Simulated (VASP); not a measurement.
# HgTe (P6_3/mmc) in VASP: settings compared

HgTe is run at these levels: LDA, PBEsol, PBE; tasks: relaxation of cell and atoms, single point.

Program: VASP 6.6.1. These are calculated values, not measurements. Logs are shortened: lines on timing, memory, paths and dates and some standing lists are left out, and cuts for length are marked.

## 1. The cell of the first run

It takes space group P6_3/mmc (No. 194, hexagonal). The conventional cell has a = 4.877 Å, b = 4.877 Å, c = 7.298 Å, α = 90.00°, β = 90.00°, γ = 120.00°. Hg (site symmetry -6m2) has 5 Te at 2.82 to 3.65 Å within 3.7 Å. Te (site symmetry -6m2) has 5 Hg at 2.82 to 3.65 Å within 3.7 Å.

## 2. Relaxation of cell and atoms, LDA

INCAR

```
PREC     = Accurate       # precision mode
ENCUT    = 600            # plane-wave cutoff, eV
EDIFF    = 1E-6           # SCF threshold, eV
ISMEAR   = -1             # smearing method
SIGMA    = 0.02           # smearing width, eV
LREAL    = F              # projectors in reciprocal space
LASPH    = T              # aspherical terms in the spheres
NELM     = 100            # most SCF steps
ALGO     = Normal         # electronic algorithm
ISIF     = 3              # what is computed and relaxed
LWAVE    = F              # write WAVECAR
LCHARG   = F              # write CHGCAR
IBRION   = 2              # ionic algorithm
NSW      = 80             # ionic steps
EDIFFG   = -0.005         # ionic threshold
```

KPOINTS

```
Automatic mesh
0
Gamma
  6 6 4
```

POSCAR

```
HgTe
1.0
    4.8768327529      0.0000000000      0.0000000000
   -2.4384163765      4.2234610540      0.0000000000
    0.0000000000      0.0000000000      7.2980013073
Hg Te
2 2
Direct
    0.3333333333      0.6666666667      0.2500000000
    0.6666666667      0.3333333333      0.7500000000
    0.6666666667      0.3333333333      0.2500000000
    0.3333333333      0.6666666667      0.7500000000
```

Potentials or basis: VASP PAW LDA potentials, release 64 (Hg, Te).

Launch:

```
$ cat potpaw_LDA.64/Hg/POTCAR potpaw_LDA.64/Te/POTCAR > POTCAR
$ mpirun -np 1 vasp_std > vasp.out
```

OUTCAR:

```text
PREC = Accurate
   ENCUT = 600
   EDIFF = 1E-6
   ISMEAR = -1
   LREAL = F
   LASPH = T
   NELM = 100
   ISIF = 3
   IBRION = 2
   NSW = 80
   EDIFFG = -0.005

 ion  position               nearest neighbor table
   1  0.333  0.667  0.250-   3 2.82   3 2.82   3 2.82   4 3.65   4 3.65
   2  0.667  0.333  0.750-   4 2.82   4 2.82   4 2.82   3 3.65   3 3.65
   3  0.667  0.333  0.250-   1 2.82   1 2.82   1 2.82   2 3.65   2 3.65
   4  0.333  0.667  0.750-   2 2.82   2 2.82   2 2.82   1 3.65   1 3.65

  LATTYP: Found a hexagonal cell.
 ALAT       =     4.8768327529
 C/A-ratio  =     1.4964633148

  Lattice vectors:

 A1 = (   4.8768327529,   0.0000000000,   0.0000000000)
 A2 = (  -2.4384163765,   4.2234610540,   0.0000000000)
 A3 = (   0.0000000000,   0.0000000000,   7.2980013073)

Analysis of symmetry for initial positions (statically):
=====================================================================
 Subroutine PRICEL returns:
 Original cell was already a primitive cell.

 Routine SETGRP: Setting up the symmetry group for a
 hexagonal supercell.

 Subroutine GETGRP returns: Found 24 space group operations
 (whereof 12 operations were pure point group operations)
 out of a pool of 24 trial point group operations.

The static configuration has the point symmetry D_3d.
 The point group associated with its full space group is D_6h.

Analysis of symmetry for dynamics (positions and initial velocities):
=====================================================================
 Subroutine PRICEL returns:
 Original cell was already a primitive cell.

 Routine SETGRP: Setting up the symmetry group for a
 hexagonal supercell.

 Subroutine GETGRP returns: Found 24 space group operations
 (whereof 12 operations were pure point group operations)
 out of a pool of 24 trial point group operations.

The dynamic configuration has the point symmetry D_3d.
 The point group associated with its full space group is D_6h.

 Subroutine INISYM returns: Found 24 space group operations
 (whereof 12 operations are pure point group operations),
 and found     1 'primitive' translations

----------------------------------------------------------------------------------------

                                     Primitive cell

  volume of cell :     150.3178

  direct lattice vectors                    reciprocal lattice vectors
[... 87 lines left out ...]
   EDIFF  = 0.1E-05   stopping-criterion for ELM
   LREAL  =      F    real-space projection
   EDIFFG = -.5E-02   stopping-criterion for IOM
   NSW    =     80    number of steps for IOM
   IBRION =      2    ionic relax: 0-MD 1-quasi-New 2-CG
   NFREE  =      1    steps in history (QN), initial steepest desc. (CG)
   ISIF   =      3    stress and relaxation
   ISYM   =      2    0-nonsym 1-usesym 2-fastsym
   POTIM  = 0.5000    time-step for ionic-motion
   TEBEG  =    0.0;   TEEND  =   0.0 temperature during run
   PSTRESS=    0.0 pullay stress
   NELECT =      36.0000    total number of electrons
   NUPDOWN=      -1.0000    fix difference up-down
   EMIN   =  10.00;   EMAX   =-10.00  energy-range for DOS
   EFERMI =   0.00;   METHOD = LEGACY
   ISMEAR =    -1;   SIGMA  =   0.02  broadening in eV -4-tet -1-fermi 0-gaus
   EFERMI_NEDOS =   21; number of points for ismear=-14 and -15
   IALGO  =     38    algorithm
   IMIX   =      4    mixing-type and parameters
     AMIX     =   0.40;   BMIX     =  1.00
     AMIX_MAG =   1.60;   BMIX_MAG =  1.00
  volume/ion in A,a.u.               =      37.58       253.60
  Fermi-wavevector in a.u.,A,eV,Ry     =   1.016652  1.921193 14.062722  1.033581
  Thomas-Fermi vector in A             =   2.150008
   LORBIT       =      0    0 simple, 1 ext, 2 COOP (PROOUT), +10 PAW based schemes
   GGA     = CA    functional components
   LHFCALC =     F    Hartree Fock is set to
   AEXX    =    0.0000 exact exchange contribution
   IVDW    =     0    specifies the selected vdW correction
   LEPSILON=     F    determine dielectric tensor
   LRPA    =     F    only Hartree local field effects (RPA)
 conjugate gradient relaxation of ions
 non-spin polarized calculation
  energy-cutoff  :      600.00
  volume of cell :      150.32
 maximum number of plane-waves:      5043
 NGX is ok and might be reduce to    40
   NGX = 19   NGY = 19   NGZ = 29

--------------------------------------- Ionic step        1  -------------------------------------------

 number of electron      36.0000000 magnetization

 Free energy of the ion-electron system (eV)
  ---------------------------------------------------
  ext. energy  EPLUGINS =         0.00000000
  ---------------------------------------------------
  free energy    TOTEN  =        -9.24222367 eV

  energy without entropy =       -9.24046484  energy(sigma->0) =       -9.24134426

------------------------ aborting loop because EDIFF is reached ----------------------------------------

  FORCE on cell =-STRESS in cart. coord.  units (eV):
  Direction    XX          YY          ZZ          XY          YZ          ZX
  --------------------------------------------------------------------------------------
  -------------------------------------------------------------------------------------
  Total       -3.5040900     -3.5040900     -2.3109969      0.0000000     -0.0000000     -0.0000000
  in kB      -37.3487043    -37.3487043    -24.6319987      0.0000000     -0.0000000     -0.0000000
  external PRESSURE =     -33.1098024 kB  Pullay stress =       0.0000000 kB
[... 95 lines left out ...]
  FREE ENERGIE OF THE ION-ELECTRON SYSTEM (eV)
  ---------------------------------------------------
  free  energy   TOTEN  =        -9.3839395083 eV

  energy  without entropy=       -9.3816913728  energy(sigma->0) =       -9.38281544

[... ionic steps 4 to 17 ...]

--------------------------------------- Ionic step       18  -------------------------------------------

 number of electron      36.0000000 magnetization

------------------------ aborting loop because EDIFF is reached ----------------------------------------
[... 71 lines left out ...]
--------------------------------------- Ionic step       20  -------------------------------------------

 number of electron      36.0000000 magnetization

 Free energy of the ion-electron system (eV)
  ---------------------------------------------------
  ext. energy  EPLUGINS =         0.00000000
  ---------------------------------------------------
  free energy    TOTEN  =        -9.45192688 eV

  energy without entropy =       -9.44976020  energy(sigma->0) =       -9.45084354

 E-fermi :   3.0073     XC(G=0):  -9.2583

 val. band max:        2.9412392916   @ k =   0.1667   0.0000   0.2500
 cond. band min:       3.0386684580   @ k =   0.1667   0.0000   0.0000
 fundamental gap:      0.0974291663
 Fermi energy:         3.0073411407

 k-point     1 :       0.0000    0.0000    0.0000
  band No.  band energies     occupation
      1      -8.8945      2.00000
      2      -8.1189      2.00000
      3      -4.3445      2.00000
      4      -4.3445      2.00000
      5      -4.3232      2.00000
      6      -4.3232      2.00000
[... 545 lines left out ...]
  FREE ENERGIE OF THE ION-ELECTRON SYSTEM (eV)
  ---------------------------------------------------
  free  energy   TOTEN  =        -9.4519268773 eV

  energy  without entropy=       -9.4497602031  energy(sigma->0) =       -9.45084354

 reached required accuracy - stopping structural energy minimisation
```

OSZICAR:

```text
N       E                     dE             d eps       ncg     rms          rms(c)
DAV:   1     0.256122089810E+03    0.25612E+03   -0.16886E+04   924   0.157E+03
DAV:   2     0.498734509456E+01   -0.25113E+03   -0.24338E+03  1032   0.330E+02
DAV:   3    -0.959604272502E+01   -0.14583E+02   -0.14453E+02  1086   0.780E+01
DAV:   4    -0.982651510479E+01   -0.23047E+00   -0.23013E+00  1148   0.910E+00
[... 181 lines left out ...]
DAV:   1    -0.945217764895E+01   -0.25980E-03   -0.10954E-02   930   0.761E-01    0.858E-02
DAV:   2    -0.945199676855E+01    0.18088E-03   -0.32276E-04  1002   0.184E-01    0.410E-02
DAV:   3    -0.945193740223E+01    0.59366E-04   -0.78615E-05  1044   0.623E-02    0.248E-02
DAV:   4    -0.945192709716E+01    0.10305E-04   -0.21735E-05  1014   0.315E-02    0.850E-03
DAV:   5    -0.945192687728E+01    0.21988E-06   -0.23368E-06   674   0.149E-02
  20 F= -.94519269E+01 E0= -.94508435E+01  d E =-.244594E-04
```

CONTCAR:

```text
HgTe
   1.00000000000000
     4.8095933561608701    0.0000000000009285    0.0000000000000000
    -2.4047966781289416    4.1652300282891996   -0.0000000000000000
    -0.0000000000000000   -0.0000000000000000    6.5224355302730626
  Hg              Te
     2     2
Direct
     0.3333333332999970    0.6666666667000030    0.2500000000000000
     0.6666666667000030    0.3333333332999970    0.7500000000000000
     0.6666666667000030    0.3333333332999970    0.2500000000000000
     0.3333333332999970    0.6666666667000030    0.7500000000000000

  0.00000000E+00  0.00000000E+00  0.00000000E+00
  0.00000000E+00  0.00000000E+00  0.00000000E+00
  0.00000000E+00  0.00000000E+00  0.00000000E+00
  0.00000000E+00  0.00000000E+00  0.00000000E+00
```

Wall time 23 min (1 thread of Intel Xeon 8259CL, shared host); peak memory 0.3 GiB.

What came out:

```yaml
Free_energy: -9.4519 eV
Relaxed_volume: 32.67 Å³/atom
Relaxed_cell: a = 4.810 Å, b = 4.810 Å, c = 6.522 Å, α = 90.00°, β = 90.00°, γ = 120.00°
Space_group_after_relaxing_to_0.1_Å: P6_3/mmc (No. 194)
Energy_gained_by_relaxing: 52.4 meV/atom
Ionic_steps: 20
Pressure_after_relaxing: 0.0 GPa
Band_gap_on_the_k_mesh: zero (bands 18 and 19 overlap by 0.37 eV)
```

Step by step:
| step | energy change (eV) | largest force (eV/Å) | pressure (GPa) | volume (Å³) |
| --- | --- | --- | --- | --- |
| 1 | 0.0000 | 0.0000 | -3.31 | 150.32 |
| 2 | -0.1215 | 0.0000 | 1.33 | 134.04 |
| 3 | -0.1417 | 0.0000 | -0.19 | 138.13 |
| 4 | -0.1628 | 0.0000 | -0.12 | 136.43 |
| 5 | -0.2006 | 0.0000 | 0.22 | 131.88 |
| 6 | -0.1614 | 0.0000 | 2.83 | 122.40 |
| 7 | -0.2043 | 0.0000 | 0.81 | 128.64 |
| 8 | -0.2060 | 0.0000 | 0.58 | 129.75 |
| 9 | -0.2046 | 0.0000 | -0.75 | 132.74 |
| 10 | -0.2095 | 0.0000 | -0.05 | 131.08 |
| 11 | -0.2095 | 0.0000 | -0.05 | 131.06 |
| 12 | -0.2086 | 0.0000 | 0.29 | 130.40 |
| 13 | -0.2095 | 0.0000 | -0.05 | 131.03 |
| 14 | -0.2096 | 0.0000 | 0.01 | 130.88 |
| 15 | -0.2097 | 0.0000 | 0.02 | 130.76 |
| 16 | -0.2097 | 0.0000 | 0.07 | 130.52 |
| 17 | -0.2097 | 0.0000 | 0.03 | 130.65 |
| 18 | -0.2097 | 0.0000 | 0.05 | 130.58 |
| 19 | -0.2097 | 0.0000 | -0.04 | 130.72 |
| 20 | -0.2097 | 0.0000 | 0.00 | 130.66 |

Final structure:
```
Hg Te
1.0
     4.80959    0.00000    0.00000
    -2.40480    4.16523    0.00000
     0.00000    0.00000    6.52244
Hg Te
2 2
Direct
  0.33333 0.66667 0.25000
  0.66667 0.33333 0.75000
  0.66667 0.33333 0.25000
  0.33333 0.66667 0.75000
```

Caveat: semilocal functionals underestimate gaps, so a narrow gap can read as zero; spin-orbit coupling is left out, which moves the levels of the heavy elements.

## 3. Single point, LDA

This run uses another cell than the first one, of 31.83 Å³/atom.

INCAR

```
ALGO = Normal ; EDIFF = 1E-7
ENCUT = 520 ; ISIF = 2
ISMEAR = -1 ; LASPH = True
LCHARG = False ; LREAL = False
LWAVE = False ; NBANDS = 26
NELM = 60 ; PREC = Accurate
SIGMA = 0.02
```

KPOINTS

```
k-points
0
Gamma
  6 6 4
```

POSCAR

```
HgTe
1.0
    4.9286415774      0.0000000000      0.0000000000
   -2.4643207887      4.2683288122      0.0000000000
    0.0000000000      0.0000000000      6.0529307802
Hg Te
2 2
Direct
    0.3333333333      0.6666666667      0.2500000000
    0.6666666667      0.3333333333      0.7500000000
    0.6666666667      0.3333333333      0.2500000000
    0.3333333333      0.6666666667      0.7500000000
```

Potentials or basis: VASP PAW LDA potentials, release 64 (Hg, Te).

Launch:

```
$ cat potpaw_LDA.64/Hg/POTCAR potpaw_LDA.64/Te/POTCAR > POTCAR
$ mpirun -np 1 vasp_std > vasp.out
```

Run time: 71 s. Hardware: 1 thread of Intel Xeon Platinum 8559C (Emerald Rapids), shared host; peak memory 0.24 GiB.

The run converged. Its results:

```yaml
Free_energy: -9.4612 eV
Pressure: 0.3 GPa
Band_gap_on_the_k_mesh: zero (bands 18 and 19 overlap by 0.81 eV)
```

Levels at points of the mesh, in eV from the Fermi level:
| k point | band 16 | band 17 | band 18 | band 19 | band 20 | band 21 |
| --- | --- | --- | --- | --- | --- | --- |
| (0.00, 0.00, 0.00) | -1.65 | -0.75 | -0.61 | -0.18 | -0.18 | 3.54 |
| (0.50, 0.00, 0.00) | -2.94 | -1.84 | -1.12 | -0.02 | 2.16 | 5.19 |
| (0.00, 0.00, 0.50) | -0.87 | -0.87 | -0.87 | 1.07 | 1.07 | 3.85 |
| (0.50, 0.00, 0.50) | -2.05 | -0.28 | -0.28 | 2.11 | 2.11 | 3.69 |

Caveat: spin-orbit coupling is left out, which moves the levels of the heavy elements.

## 4. Single point, PBEsol

This run uses another cell than the first one, of 33.83 Å³/atom.

INCAR

```
ALGO = Normal
EDIFF = 1E-6
ENCUT = 520
GGA = PS
ISIF = 2
ISMEAR = -1
LASPH = True
LCHARG = False
LREAL = False
LWAVE = False
NBANDS = 26
NELM = 100
PREC = Accurate
SIGMA = 0.02
```

KPOINTS is that of step 3.

POSCAR

```
HgTe
1.0
    4.8278774799      0.0000000000      0.0000000000
   -2.4139387400      4.1810645439      0.0000000000
    0.0000000000      0.0000000000      6.7047190413
Hg Te
2 2
Direct
    0.3333333333      0.6666666667      0.2500000000
    0.6666666667      0.3333333333      0.7500000000
    0.6666666667      0.3333333333      0.2500000000
    0.3333333333      0.6666666667      0.7500000000
```

Potentials or basis: VASP PAW PBE potentials, release 64 (Hg, Te).

Launch:

```
$ cat potpaw_PBE.64/Hg/POTCAR potpaw_PBE.64/Te/POTCAR > POTCAR
$ mpirun -np 1 vasp_std > vasp.out
```

Wall time 52 s (1 thread of Intel Xeon Platinum 8559C (Emerald Rapids), shared host); peak memory 0.26 GiB.

The run converged. Its results:

* Free energy: -8.1464 eV
* Pressure: 0.1 GPa
* Band gap on the k mesh: zero (bands 18 and 19 overlap by 0.27 eV)

Stress tensor (GPa, compression positive):
```
0.15 0.00 0.00
0.00 0.15 0.00
0.00 0.00 0.04
```

Levels at points of the mesh, in eV from the Fermi level:
```csv
k point,band 16,band 17,band 18,band 19,band 20,band 21
"(0.00, 0.00, 0.00)",-1.05,-0.76,-0.11,-0.11,-0.03,3.98
"(0.50, 0.00, 0.00)",-2.28,-1.33,-1.08,0.64,2.13,4.69
"(0.00, 0.00, 0.50)",-0.58,-0.58,-0.58,0.17,0.17,4.33
"(0.50, 0.00, 0.50)",-1.92,-0.32,-0.32,1.71,1.71,3.27
```

Caveat: semilocal functionals underestimate gaps, so a narrow gap can read as zero; the PAW data sets were made with another functional, which shifts forces and pressure a little; spin-orbit coupling is left out, which moves the levels of the heavy elements.

## 5. Single point, PBE

This run uses another cell than the first one, of 36.19 Å³/atom.

INCAR

```
SYSTEM = HgTe
ALGO     = Normal         ! electronic algorithm
EDIFF    = 1E-6           ! SCF threshold, eV
ENCUT    = 520            ! plane-wave cutoff, eV
GGA      = PE             ! functional
ISIF     = 2              ! what is computed and relaxed
ISMEAR   = -1             ! smearing method
LASPH    = .TRUE.         ! aspherical terms in the spheres
LCHARG   = .TRUE.         ! write CHGCAR
LELF     = .TRUE.         ! ELF
LREAL    = .FALSE.        ! projectors in reciprocal space
LVHAR    = .TRUE.       
LWAVE    = .FALSE.        ! write WAVECAR
NBANDS   = 26             ! bands
NELM     = 60             ! most SCF steps
PREC     = Accurate       ! precision mode
SIGMA    = 0.02           ! smearing width, eV
```

KPOINTS

```
k-points
0
G
  6 6 4
  0 0 0
```

POSCAR

```
HgTe
1.0
    4.8195130806      0.0000000000      0.0000000000
   -2.4097565403      4.1738207616      0.0000000000
    0.0000000000      0.0000000000      7.1962066037
Hg Te
2 2
Direct
    0.3333333333      0.6666666667      0.2500000000
    0.6666666667      0.3333333333      0.7500000000
    0.6666666667      0.3333333333      0.2500000000
    0.3333333333      0.6666666667      0.7500000000
```

Launch:

```
$ cat potpaw_PBE.64/Hg/POTCAR potpaw_PBE.64/Te/POTCAR > POTCAR
$ mpirun -np 1 vasp_std > vasp.out
```

Wall time 81 s (1 thread of Intel Xeon Platinum 8559C (Emerald Rapids), shared host); peak memory 0.28 GiB.

The run converged. Its results:

```
Free energy            : -6.7045 eV
Pressure               : 1.3 GPa
Band gap on the k mesh : zero (bands 18 and 19 overlap by 0.13 eV)
```

Stress tensor (GPa, compression positive):
```
1.72 0.00 0.00
0.00 1.72 0.00
0.00 0.00 0.57
```

Levels at points of the mesh, in eV from the Fermi level:
```tsv
k point	band 14	band 15	band 16	band 17	band 18	band 19	band 20	band 21	band 22	band 23
(0.00, 0.00, 0.00)	-1.38	-0.70	-0.66	-0.66	-0.03	-0.03	0.07	4.39	4.39	5.40
(0.50, 0.00, 0.00)	-4.53	-2.06	-1.72	-1.30	-0.64	1.12	2.17	4.41	6.04	6.76
(0.00, 0.00, 0.50)	-2.06	-0.35	-0.35	-0.35	-0.35	-0.07	-0.07	4.70	4.70	4.70
(0.50, 0.00, 0.50)	-4.89	-1.69	-1.69	-0.33	-0.33	1.79	1.79	3.34	3.34	6.88
```

Caveat: semilocal functionals underestimate gaps, so a narrow gap can read as zero; spin-orbit coupling is left out, which moves the levels of the heavy elements.

## 6. The runs side by side

| task | level | potentials or basis | cell | cutoff (eV) | gap on the mesh (eV) | pressure (GPa) |
| --- | --- | --- | --- | --- | --- | --- |
| relaxation of cell and atoms | LDA | VASP PAW LDA potentials, release 64 (Hg, Te) | relaxed from a = 4.877, b = 4.877, c = 7.298 Å, angles 90.0, 90.0, 120.0°, 4 atoms | 600 | none | 0.0 |
| single point | LDA | VASP PAW LDA potentials, release 64 (Hg, Te) | a = 4.929, b = 4.929, c = 6.053 Å, angles 90.0, 90.0, 120.0°, 4 atoms | 520 | none | 0.3 |
| single point | PBEsol | VASP PAW PBE potentials, release 64 (Hg, Te) | a = 4.828, b = 4.828, c = 6.705 Å, angles 90.0, 90.0, 120.0°, 4 atoms | 520 | none | 0.1 |
| single point | PBE | VASP PAW PBE potentials, release 64 (Hg, Te) | a = 4.820, b = 4.820, c = 7.196 Å, angles 90.0, 90.0, 120.0°, 4 atoms | 520 | none | 1.3 |

Alike in all rows: no spin polarisation; k mesh 6 × 6 × 4; smearing fermi-dirac 0.02 eV.

Caveats: spin-orbit coupling is left out, which moves the levels of the heavy elements; semilocal functionals underestimate gaps, so a narrow gap can read as zero (at least some runs); the PAW data sets were made with another functional, which shifts forces and pressure a little (at least some runs).

Total energies depend on the potentials used, so only differences within one code and one set of settings carry meaning.
